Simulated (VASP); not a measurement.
A run of VASP 6.6.1 is set up as follows.

Contents of INCAR:

```
SYSTEM = TiO
  ALGO = Normal
  EDIFF = 1E-7
  ENCUT = 520
  GGA = PS
  ISIF = 2
  ISMEAR = 0
  LASPH = .TRUE.
  LCHARG = .TRUE.
  LELF = .TRUE.
  LREAL = .FALSE.
  LVHAR = .TRUE.
  LWAVE = .FALSE.
  NBANDS = 36
  NELM = 80
  PREC = Accurate
  SIGMA = 0.15
```

The input KPOINTS:

```
k-points
0
G
  12 12 12
  0 0 0
```

Contents of POSCAR:

```
TiO
1.0
    4.0335084229      0.0000000000      0.0000000000
    0.0000000000      4.0335084229      0.0000000000
    0.0000000000      0.0000000000      4.0335084229
Ti O
3 3
Direct
    0.5000000000      0.5000000000      0.0000000000
    0.0000000000      0.5000000000      0.5000000000
    0.5000000000      0.0000000000      0.5000000000
    0.0123961561      0.5000000000      0.0000000000
    0.5123961561      0.0000000000      0.0000000000
    0.0123961561      0.0000000000      0.5000000000
```

Potentials or basis: VASP PAW PBE potentials, release 64 (Ti_sv, O).

The run is started by

```bash
$ cat potpaw_PBE.64/Ti_sv/POTCAR potpaw_PBE.64/O/POTCAR > POTCAR
$ mpirun -np 1 vasp_std > vasp.out
```

Estimate the largest force.

0.587 eV/Å.

Predict the pressure.

0.8 GPa.

Estimate the band gap on the k mesh.

zero (band 27 reaches 8.79 eV, above the bottom of band 28 at 6.81 eV).

Forces in eV/Å, atoms in the order of the input:
```
Ti   0.509  0.000  0.000
Ti   0.266  0.000  0.000
Ti   0.509  0.000  0.000
O   -0.587  0.000  0.000
O   -0.110  0.000  0.000
O   -0.587  0.000  0.000
```

Caveat: the cell differs from its parent crystal (all O atoms moved -0.050 Å, as atom 4 towards its neighbour atom 1 (Ti) at 2.017 Å); the PAW data sets were made with another functional, which shifts forces and pressure a little; semilocal functionals often make such compounds metallic where correlation or magnetic order opens a gap, which also shifts bond lengths.
